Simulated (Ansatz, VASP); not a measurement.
This is a calculation of CuO for Ansatz 0.2.0.

input.yaml

```yaml
crystal:
  lattice:
    - [2.0041536028, -2.1678123362, 0.0]
    - [2.0041536028, 2.1678123362, 0.0]
    - [0.0, 0.0, 5.1900742137]
  atoms:
    - { symbol: Cu, position: [0.5, 0.0, 0.0] }
    - { symbol: Cu, position: [0.0, 0.5, 0.5] }
    - { symbol: O, position: [0.5, 0.5, 0.25] }
    - { symbol: O, position: [0.5, 0.5, 0.75] }
hamiltonian:
  xc: pbesol
  pseudopotentials: { kind: paw }
kpoints:
  mp_grid: { grid: [9, 9, 5] }
scf:
  occupations: { method: fermi_dirac, width: 0.05 }
output:
  forces: true
  stress: true
  eigenvalues: true
```

Potentials or basis: Ansatz PAW.

The run is started by

```bash
$ ansatz run input.yaml --threads 1 --pin off --max-ram 3584MiB --backend cpu --events-out ev --progress --plain --runs-dir out
```

Translate it to VASP 6.6.1. Potentials there: VASP PAW PBE potentials, release 64 (Cu, O).

As run (the cutoff follows the program's own potentials):

Contents of INCAR:

```
ALGO = Normal
EDIFF = 1E-7
ENCUT = 520
GGA = PS
ISIF = 2
ISMEAR = -1
LASPH = T
LCHARG = F
LREAL = F
LWAVE = F
NBANDS = 25
NELM = 60
PREC = Accurate
SIGMA = 0.05
```

File KPOINTS:

```
k-points
0
Gamma
  9 9 5
```

The input POSCAR:

```
CuO
1.0
    2.0041536028     -2.1678123362      0.0000000000
    2.0041536028      2.1678123362      0.0000000000
    0.0000000000      0.0000000000      5.1900742137
Cu O
2 2
Direct
    0.5000000000      0.0000000000      0.0000000000
    0.0000000000      0.5000000000      0.5000000000
    0.5000000000      0.5000000000      0.2500000000
    0.5000000000      0.5000000000      0.7500000000
```

Potentials or basis: VASP PAW PBE potentials, release 64 (Cu, O).

Launch:

```console
$ cat potpaw_PBE.64/Cu/POTCAR potpaw_PBE.64/O/POTCAR > POTCAR
$ mpirun -np 1 vasp_std > vasp.out
```

Both were run:

|  | VASP | Ansatz | Ansatz less VASP |
| --- | --- | --- | --- |
| gap on the k mesh at the Fermi level (eV) | none | none | - |
| pressure (GPa) | -8.2 | -8.8 | -0.62 |
| traceless stress, the component that is largest in VASP (GPa) | -2.06 | -2.30 | -0.245 |

VASP's potentials were made for PBE, not for PBEsol. A gap of «none» marks a metal or a gap that the smearing closes. The functional is the same, so the differences come from potentials, cutoffs and numerics. VASP's potentials hold 34 valence electrons a cell and Ansatz's 50, so a difference there can come from the potentials and not from the codes.
